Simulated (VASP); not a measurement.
## Sc3H: single point with PBE

Sc3H:

```
Sc H
1.0
     4.43191   -2.55688    0.00240
     4.43191    2.55688    0.00240
    -0.00176    0.00000    3.23640
Sc H
3 1
Direct
  0.33208 0.33208 0.00000
  0.00000 0.00000 0.50000
  0.66792 0.66792 0.00000
  0.50000 0.50000 0.50000
```

```
Program                : VASP 6.6.1
Task                   : single point
Functional             : PBE
Potentials or basis    : VASP PAW PBE potentials, release 64 (Sc_sv, H)
Cutoff                 : 520 eV
k mesh                 : 8 × 8 × 12
Occupations            : gaussian, width 0.1 eV
Spin                   : no spin polarisation
Dipole correction      : no
Further INCAR settings : ALGO = Normal; EDIFF = 1e-06; NBANDS = 25
```

```json
{
  "Pressure": "0.1 GPa",
  "Largest force": "0.007 eV/Å",
  "Band gap on the k mesh": "zero (bands 17 and 18 overlap by 0.99 eV)"
}
```

Forces on the atoms (eV/Å):
```
Sc  -0.007  0.000  0.000
Sc   0.000  0.000  0.000
Sc   0.007  0.000  0.000
H    0.000  0.000  0.000
```

Levels at points of the mesh, in eV from the Fermi level:
```
           k point  band 15  band 16  band 17  band 18  band 19  band 20
(0.00, 0.00, 0.00)    -0.69    -0.28     0.00     0.01     0.39     1.61
(0.50, 0.00, 0.00)    -1.71    -0.61     0.46     0.53     0.55     0.88
(0.50, 0.50, 0.00)    -2.17     0.28     0.47     0.55     0.73     0.91
(0.00, 0.00, 0.50)    -1.16    -0.90    -0.60    -0.48     1.43     1.45
(0.50, 0.00, 0.50)    -1.44    -0.51    -0.13    -0.08     0.91     1.08
(0.50, 0.50, 0.50)    -0.78    -0.27    -0.17    -0.04     0.39     1.21
```

Run time: 96 s on 1 thread of Intel(R) Xeon(R) 6975P-C (Granite Rapids), on a shared host, peak memory 0.34 GiB.
